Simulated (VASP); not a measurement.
A run of VASP 6.6.1 is set up as follows.

The input INCAR:

```
ALGO     = Normal         # electronic algorithm
EDIFF    = 1E-6           # SCF threshold, eV
EDIFFG   = -0.01          # ionic threshold
ENCUT    = 600            # plane-wave cutoff, eV
GGA      = PE             # functional
IBRION   = 2              # ionic algorithm
ISIF     = 3              # what is computed and relaxed
ISMEAR   = 0              # smearing method
LASPH    = True           # aspherical terms in the spheres
LCHARG   = False          # write CHGCAR
LREAL    = False          # projectors in reciprocal space
LWAVE    = False          # write WAVECAR
NELM     = 100            # most SCF steps
NSW      = 100            # ionic steps
PREC     = Accurate       # precision mode
SIGMA    = 0.02           # smearing width, eV
```

KPOINTS

```
k-points
0
Gamma
  8 8 8
```

The input POSCAR:

```
BaTe
1.0
    0.0000000000      3.5366499721      3.5366499721
    3.5366499721      0.0000000000      3.5366499721
    3.5366499721      3.5366499721      0.0000000000
Ba Te
1 1
Direct
    0.0000000000      0.0000000000      0.0000000000
    0.5000000000      0.5000000000      0.5000000000
```

Potentials or basis: VASP PAW PBE potentials, release 64 (Ba_sv, Te).

Run with:

```sh
$ cat potpaw_PBE.64/Ba_sv/POTCAR potpaw_PBE.64/Te/POTCAR > POTCAR
$ mpirun -np 1 vasp_std > vasp.out
```

Task: Estimate the space group after relaxing (to 0.05 Å).

Result: Fm-3m (No. 225).

Task: Predict the relaxed cell.

Result: a = 5.014 Å, b = 5.014 Å, c = 5.014 Å, α = 60.00°, β = 60.00°, γ = 60.00°.

Task: Estimate the band gap on the k mesh.

Result: 1.60 eV, indirect (least direct gap 1.98 eV).

Task: Estimate the relaxed volume.

Result: 44.58 Å³/atom.

The path:
```csv
step,energy change (eV),largest force (eV/Å),pressure (GPa),volume (Å³)
1,0.0000,0.0000,0.19,88.47
2,-0.0003,0.0000,-0.04,89.16
```

Caveat: spin-orbit coupling is left out, which moves the levels of the heavy elements. Expect the measured gap to be larger: semilocal functionals such as PBE lack the derivative discontinuity.
